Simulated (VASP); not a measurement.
# TaN (P6/mmm) in VASP: a series of runs

The runs below take TaN through single point, with r2SCAN.

All numbers are computed with VASP 6.6.1; they aren't measurements. Logs are shortened: lines on timing, memory, paths and dates and some standing lists are left out, and cuts for length are marked.

### Step 1. The cell of the first run

The structure is hexagonal, space group P6/mmm (No. 191). The conventional cell has a = 5.240 Å, b = 5.240 Å, c = 2.904 Å, α = 90.00°, β = 90.00°, γ = 120.00°. Ta (site symmetry 6/mmm) has 6 N at 2.62 Å and 14 Ta at 2.90 to 3.36 Å within 3.5 Å. Within 2.8 Å of Ta (site symmetry -6m2) lie 6 N at 2.10 Å. N (site symmetry mmm) has 6 Ta at 2.10 to 2.62 Å and 4 N at 2.62 Å within 2.8 Å.

### Step 2. Single point, r2SCAN

Contents of POSCAR:

```
TaN
1.0
    5.2398557858      0.0000000000      0.0000000000
   -2.6199278929      4.5378482226      0.0000000000
    0.0000000000      0.0000000000      2.9041810651
Ta N
3 3
Direct
    0.0000000000      0.0000000000      0.0000000000
    0.3333333333      0.6666666667      0.5000000000
    0.6666666667      0.3333333333      0.5000000000
    0.5000000000      0.0000000000      0.0000000000
    0.5000000000      0.5000000000      0.0000000000
    0.0000000000      0.5000000000      0.0000000000
```

Contents of INCAR.step1:

```
SYSTEM = TaN
ALGO = Normal ; EDIFF = 1E-4
ENCUT = 520 ; GGA = PE
ISMEAR = -5 ; LASPH = .True.
LCHARG = .False. ; LMAXMIX = 4
LREAL = .False. ; LWAVE = .True.
NELM = 100 ; PREC = Accurate
SIGMA = 0.1
```

Contents of INCAR.step2:

```
SYSTEM = TaN
ALGO = Normal ; EDIFF = 1E-6
ENCUT = 520 ; ISIF = 2
ISMEAR = 0 ; ISTART = 1
LASPH = .True. ; LCHARG = .False.
LMAXMIX = 4 ; LMIXTAU = .True.
LORBIT = 11 ; LREAL = .False.
LWAVE = .False. ; METAGGA = R2SCAN
NELM = 100 ; PREC = Accurate
SIGMA = 0.1
```

Contents of KPOINTS:

```
k-points
0
Gamma
  9 9 12
  0 0 0
```

Potentials or basis: VASP PAW PBE potentials, release 64 (Ta_pv, N).

Launch:

```sh
$ cat potpaw_PBE.64/Ta_pv/POTCAR potpaw_PBE.64/N/POTCAR > POTCAR
$ cp INCAR.step1 INCAR
$ mpirun -np 1 vasp_std > vasp.out
$ cp INCAR.step2 INCAR
$ mpirun -np 1 vasp_std > vasp.out
```

OUTCAR:

```text
SYSTEM = TaN
   EDIFF = 1E-6
   ENCUT = 520
   ISIF = 2
   ISMEAR = 0
   ISTART = 1
   LASPH = .True.
   LORBIT = 11
   LREAL = .False.
   METAGGA = R2SCAN
   NELM = 100
   PREC = Accurate

 ion  position               nearest neighbor table
   1  0.000  0.000  0.000-   5 2.62   6 2.62   6 2.62   5 2.62   4 2.62   4 2.62   3 3.36   3 3.36
                             2 3.36   2 3.36   2 3.36   3 3.36   2 3.36   3 3.36   2 3.36   3 3.36
   2  0.333  0.667  0.500-   4 2.10   4 2.10   6 2.10   6 2.10   5 2.10   5 2.10   3 3.03   3 3.03
                             3 3.03   1 3.36   1 3.36   1 3.36   1 3.36   1 3.36   1 3.36
   3  0.667  0.333  0.500-   4 2.10   4 2.10   6 2.10   6 2.10   5 2.10   5 2.10   2 3.03   2 3.03
                             2 3.03   1 3.36   1 3.36   1 3.36   1 3.36   1 3.36   1 3.36
   4  0.500  0.000  0.000-   2 2.10   3 2.10   2 2.10   3 2.10   1 2.62   1 2.62
   5  0.500  0.500  0.000-   2 2.10   3 2.10   2 2.10   3 2.10   1 2.62   1 2.62
   6  0.000  0.500  0.000-   2 2.10   3 2.10   2 2.10   3 2.10   1 2.62   1 2.62

  LATTYP: Found a hexagonal cell.
 ALAT       =     5.2398557858
 C/A-ratio  =     0.5542482816

  Lattice vectors:

 A1 = (   5.2398557858,   0.0000000000,   0.0000000000)
 A2 = (  -2.6199278929,   4.5378482226,   0.0000000000)
 A3 = (   0.0000000000,   0.0000000000,   2.9041810651)

Analysis of symmetry for initial positions (statically):
=====================================================================
 Subroutine PRICEL returns:
 Original cell was already a primitive cell.

 Routine SETGRP: Setting up the symmetry group for a
 hexagonal supercell.

 Subroutine GETGRP returns: Found 24 space group operations
 (whereof 24 operations were pure point group operations)
 out of a pool of 24 trial point group operations.

The static configuration has the point symmetry D_6h.

Analysis of symmetry for dynamics (positions and initial velocities):
=====================================================================
 Subroutine PRICEL returns:
 Original cell was already a primitive cell.

 Routine SETGRP: Setting up the symmetry group for a
 hexagonal supercell.

 Subroutine GETGRP returns: Found 24 space group operations
 (whereof 24 operations were pure point group operations)
 out of a pool of 24 trial point group operations.

The dynamic configuration has the point symmetry D_6h.

 Subroutine INISYM returns: Found 24 space group operations
 (whereof 24 operations are pure point group operations),
 and found     1 'primitive' translations

[... 119 lines left out ...]
   IALGO  =     38    algorithm
   IMIX   =      4    mixing-type and parameters
     AMIX     =   0.40;   BMIX     =  1.00
     AMIX_MAG =   1.60;   BMIX_MAG =  1.00
  volume/ion in A,a.u.               =      11.51        77.67
  Fermi-wavevector in a.u.,A,eV,Ry     =   1.450188  2.740458 28.613660  2.103045
  Thomas-Fermi vector in A             =   2.567829
   LORBIT       =     11    0 simple, 1 ext, 2 COOP (PROOUT), +10 PAW based schemes
   METAGGA = R2SCAN    functional components
   LHFCALC =     F    Hartree Fock is set to
   AEXX    =    0.0000 exact exchange contribution
   IVDW    =     0    specifies the selected vdW correction
   LEPSILON=     F    determine dielectric tensor
   LRPA    =     F    only Hartree local field effects (RPA)
 non-spin polarized calculation
 Gauss-broadening in eV      SIGMA  =   0.10
  energy-cutoff  :      520.00
  volume of cell :       69.05
 maximum number of plane-waves:      1895
 NGX is ok and might be reduce to    40

 number of electron      48.0000000 magnetization

 Free energy of the ion-electron system (eV)
  ---------------------------------------------------
  ext. energy  EPLUGINS =         0.00000000
  ---------------------------------------------------
  free energy    TOTEN  =      -178.41712325 eV

  energy without entropy =     -178.41457604  energy(sigma->0) =     -178.41584965

 E-fermi :   8.0956     XC(G=0): -13.9360

 val. band max:        8.0590607154   @ k =   0.1111  -0.0000   0.2500
 cond. band min:       8.1069156249   @ k =   0.2222  -0.0000   0.4167
 fundamental gap:      0.0478549095
 Fermi energy:         8.0955592045

 k-point     1 :       0.0000    0.0000    0.0000
  band No.  band energies     occupation
      1     -29.5963      2.00000
      2     -29.5963      2.00000
      3     -29.2074      2.00000
      4     -29.2074      2.00000
      5     -28.9694      2.00000
      6     -28.8415      2.00000
[... 733 lines left out ...]
     27       9.9603      0.00000
     28      10.4602      0.00000

 [... further k-points ...]

------------------------ aborting loop because EDIFF is reached ----------------------------------------

  FORCE on cell =-STRESS in cart. coord.  units (eV):
  Direction    XX          YY          ZZ          XY          YZ          ZX
  --------------------------------------------------------------------------------------
  -------------------------------------------------------------------------------------
  Total        0.6676356      0.6676356      0.8189705      0.0000000     -0.0000000      0.0000000
  in kB       15.4902025     15.4902025     19.0014121      0.0000000     -0.0000000      0.0000000
  external PRESSURE =      16.6606057 kB  Pullay stress =       0.0000000 kB

 VOLUME and BASIS-vectors are now :
 -----------------------------------------------------------------------------
  energy-cutoff  :      520.00
  volume of cell :       69.05
      direct lattice vectors                 reciprocal lattice vectors
     5.239855786  0.000000000  0.000000000     0.190844947  0.110184382  0.000000000
    -2.619927893  4.537848223  0.000000000     0.000000000  0.220368763  0.000000000
     0.000000000  0.000000000  2.904181065     0.000000000  0.000000000  0.344331148

 POSITION                                       TOTAL-FORCE (eV/Angst)
 -----------------------------------------------------------------------------------
      0.00000      0.00000      0.00000        -0.000000      0.000000      0.000000
     -0.00000      3.02523      1.45209         0.000000      0.000000      0.000000
      2.61993      1.51262      1.45209        -0.000000      0.000000     -0.000000
      2.61993      0.00000      0.00000        -0.000000      0.000000      0.000000
      1.30996      2.26892      0.00000         0.000000      0.000000      0.000000
     -1.30996      2.26892      0.00000        -0.000000      0.000000      0.000000
 -----------------------------------------------------------------------------------
    total drift:                               -0.000000      0.000000     -0.000000

  FREE ENERGIE OF THE ION-ELECTRON SYSTEM (eV)
  ---------------------------------------------------
  free  energy   TOTEN  =      -178.4171232521 eV

  energy  without entropy=     -178.4145760414  energy(sigma->0) =     -178.41584965

 total charge

# of ion       s       p       d       tot
------------------------------------------
    1        0.277   6.112   2.244   8.634
    2        0.326   6.301   2.381   9.009
    3        0.326   6.301   2.381   9.009
    4        1.261   2.578   0.000   3.838
    5        1.261   2.578   0.000   3.838
    6        1.261   2.578   0.000   3.838
--------------------------------------------------
tot          4.712  26.448   7.007  38.167
```

OUTCAR.step1:

```text
SYSTEM = TaN
   EDIFF = 1E-4
   ENCUT = 520
   GGA = PE
   ISMEAR = -5
   LASPH = .True.
   LREAL = .False.
   NELM = 100
[... 985 lines left out ...]
      2.61993      0.00000      0.00000         0.000000      0.000000      0.000000
      1.30996      2.26892      0.00000         0.000000      0.000000      0.000000
     -1.30996      2.26892      0.00000         0.000000      0.000000      0.000000
 -----------------------------------------------------------------------------------
    total drift:                               -0.000000      0.000000     -0.000000

  FREE ENERGIE OF THE ION-ELECTRON SYSTEM (eV)
  ---------------------------------------------------
  free  energy   TOTEN  =       -64.7769487477 eV

  energy  without entropy=      -64.7769487477  energy(sigma->0) =      -64.77694875
```

It took 15 min on 1 thread of AMD EPYC 7R43 (Zen 3), shared host; peak memory 0.26 GiB.

Results:

| Quantity | Value |
| --- | --- |
| Free energy | -178.4171 eV |
| Pressure | 1.7 GPa |
| Band gap on the k mesh | zero (band 24 reaches 9.07 eV, above the bottom of band 25 at 6.87 eV) |
| Valence electrons inside the program's atomic spheres | Ta 8.63, 9.01; N 3.84 |

Stress tensor (GPa, compression positive):
```
1.55 0.00 0.00
0.00 1.55 0.00
0.00 0.00 1.90
```

Levels at points of the mesh, in eV from the Fermi level:
| k point | band 20 | band 21 | band 22 | band 23 | band 24 | band 25 | band 26 | band 27 | band 28 |
| --- | --- | --- | --- | --- | --- | --- | --- | --- | --- |
| (0.00, 0.00, 0.00) | -3.43 | -3.43 | -2.79 | -2.29 | -1.23 | -1.23 | 0.91 | 0.91 | 1.32 |
| (0.00, 0.00, 0.50) | -3.93 | -3.46 | -3.46 | -2.17 | 0.95 | 0.95 | 1.44 | 1.99 | 2.40 |

Caveat: the PAW data sets were made with another functional, which shifts forces and pressure a little; spin-orbit coupling is left out, which moves the levels of the heavy elements.

### Step 3. Single point, r2SCAN

POSCAR is that of step 2.

Contents of INCAR.step1:

```
SYSTEM = TaN
PREC = Accurate
ENCUT = 520
ISMEAR = 0
SIGMA = 0.1
LREAL = .FALSE.
LASPH = .TRUE.
NELM = 100
NBANDS = 33
GGA = PE
ALGO = Normal
EDIFF = 1E-4
LWAVE = .TRUE.
LCHARG = .FALSE.
```

Contents of INCAR.step2:

```
SYSTEM = TaN
PREC = Accurate
ENCUT = 520
EDIFF = 1E-6
ISMEAR = 0
SIGMA = 0.1
LREAL = .FALSE.
LASPH = .TRUE.
NELM = 100
ALGO = Normal
ISIF = 2
LWAVE = .FALSE.
LCHARG = .FALSE.
METAGGA = R2SCAN
LMIXTAU = .TRUE.
NBANDS = 33
ISTART = 1
```

Contents of KPOINTS:

```
Automatic mesh
0
G
  9 9 12
  0 0 0
```

Potentials or basis: VASP PAW PBE potentials, release 64 (Ta_pv, N).

Launch:

```sh
$ cat potpaw_PBE.64/Ta_pv/POTCAR potpaw_PBE.64/N/POTCAR > POTCAR
$ cp INCAR.step1 INCAR
$ mpirun -np 1 vasp_std > vasp.out
$ cp INCAR.step2 INCAR
$ mpirun -np 1 vasp_std > vasp.out
```

OUTCAR:

```text
SYSTEM = TaN
   PREC = Accurate
   ENCUT = 520
   EDIFF = 1E-6
   ISMEAR = 0
   LREAL = .FALSE.
   LASPH = .TRUE.
   NELM = 100
   ISIF = 2
   METAGGA = R2SCAN
   ISTART = 1

 ion  position               nearest neighbor table
   1  0.000  0.000  0.000-   5 2.62   6 2.62   6 2.62   5 2.62   4 2.62   4 2.62   3 3.36   3 3.36
                             2 3.36   2 3.36   2 3.36   3 3.36   2 3.36   3 3.36   2 3.36   3 3.36
   2  0.333  0.667  0.500-   4 2.10   4 2.10   6 2.10   6 2.10   5 2.10   5 2.10   3 3.03   3 3.03
                             3 3.03   1 3.36   1 3.36   1 3.36   1 3.36   1 3.36   1 3.36
   3  0.667  0.333  0.500-   4 2.10   4 2.10   6 2.10   6 2.10   5 2.10   5 2.10   2 3.03   2 3.03
                             2 3.03   1 3.36   1 3.36   1 3.36   1 3.36   1 3.36   1 3.36
   4  0.500  0.000  0.000-   2 2.10   3 2.10   2 2.10   3 2.10   1 2.62   1 2.62
   5  0.500  0.500  0.000-   2 2.10   3 2.10   2 2.10   3 2.10   1 2.62   1 2.62
   6  0.000  0.500  0.000-   2 2.10   3 2.10   2 2.10   3 2.10   1 2.62   1 2.62

  LATTYP: Found a hexagonal cell.
 ALAT       =     5.2398557858
 C/A-ratio  =     0.5542482816

  Lattice vectors:

 A1 = (   5.2398557858,   0.0000000000,   0.0000000000)
 A2 = (  -2.6199278929,   4.5378482226,   0.0000000000)
 A3 = (   0.0000000000,   0.0000000000,   2.9041810651)

[... 190 lines left out ...]
 k-point     1 :       0.0000    0.0000    0.0000
  band No.  band energies     occupation
      1     -29.5962      2.00000
      2     -29.5962      2.00000
      3     -29.2074      2.00000
      4     -29.2074      2.00000
      5     -28.9694      2.00000
      6     -28.8415      2.00000
[... 853 lines left out ...]
     32      11.4533      0.00000
     33      11.4533      0.00000

 [... further k-points ...]

------------------------ aborting loop because EDIFF is reached ----------------------------------------

  FORCE on cell =-STRESS in cart. coord.  units (eV):
  Direction    XX          YY          ZZ          XY          YZ          ZX
  --------------------------------------------------------------------------------------
  -------------------------------------------------------------------------------------
  Total        0.6675112      0.6675112      0.8188992      0.0000000     -0.0000000      0.0000000
  in kB       15.4873161     15.4873161     18.9997567      0.0000000     -0.0000000      0.0000000
  external PRESSURE =      16.6581296 kB  Pullay stress =       0.0000000 kB

 VOLUME and BASIS-vectors are now :
 -----------------------------------------------------------------------------
  energy-cutoff  :      520.00
  volume of cell :       69.05
      direct lattice vectors                 reciprocal lattice vectors
     5.239855786  0.000000000  0.000000000     0.190844947  0.110184382  0.000000000
    -2.619927893  4.537848223  0.000000000     0.000000000  0.220368763  0.000000000
     0.000000000  0.000000000  2.904181065     0.000000000  0.000000000  0.344331148

 POSITION                                       TOTAL-FORCE (eV/Angst)
 -----------------------------------------------------------------------------------
      0.00000      0.00000      0.00000        -0.000000      0.000000      0.000000
     -0.00000      3.02523      1.45209        -0.000000     -0.000000      0.000000
      2.61993      1.51262      1.45209         0.000000      0.000000      0.000000
      2.61993      0.00000      0.00000        -0.000000      0.000000      0.000000
      1.30996      2.26892      0.00000        -0.000000      0.000000      0.000000
     -1.30996      2.26892      0.00000        -0.000000      0.000000      0.000000
 -----------------------------------------------------------------------------------
    total drift:                               -0.000000      0.000000     -0.000000

  FREE ENERGIE OF THE ION-ELECTRON SYSTEM (eV)
  ---------------------------------------------------
  free  energy   TOTEN  =      -178.4171231368 eV

  energy  without entropy=     -178.4145759628  energy(sigma->0) =     -178.41584955
```

OUTCAR.step1:

```text
SYSTEM = TaN
   PREC = Accurate
   ENCUT = 520
   ISMEAR = 0
   LREAL = .FALSE.
   LASPH = .TRUE.
   NELM = 100
[... 1104 lines left out ...]
      2.61993      0.00000      0.00000         0.000000      0.000000      0.000000
      1.30996      2.26892      0.00000         0.000000      0.000000      0.000000
     -1.30996      2.26892      0.00000         0.000000      0.000000      0.000000
 -----------------------------------------------------------------------------------
    total drift:                               -0.000000      0.000000     -0.000000

  FREE ENERGIE OF THE ION-ELECTRON SYSTEM (eV)
  ---------------------------------------------------
  free  energy   TOTEN  =       -64.7828943843 eV

  energy  without entropy=      -64.7812343960  energy(sigma->0) =      -64.78206439
```

It took 15 min on 1 thread of AMD EPYC 7R43 (Zen 3), shared host; peak memory 0.27 GiB.

Results:

```yaml
Free_energy: -178.4171 eV
Pressure: 1.7 GPa
Band_gap_on_the_k_mesh: zero (band 24 reaches 9.07 eV, above the bottom of band 25 at 6.87 eV)
```

Caveat: the PAW data sets were made with another functional, which shifts forces and pressure a little; spin-orbit coupling is left out, which moves the levels of the heavy elements.
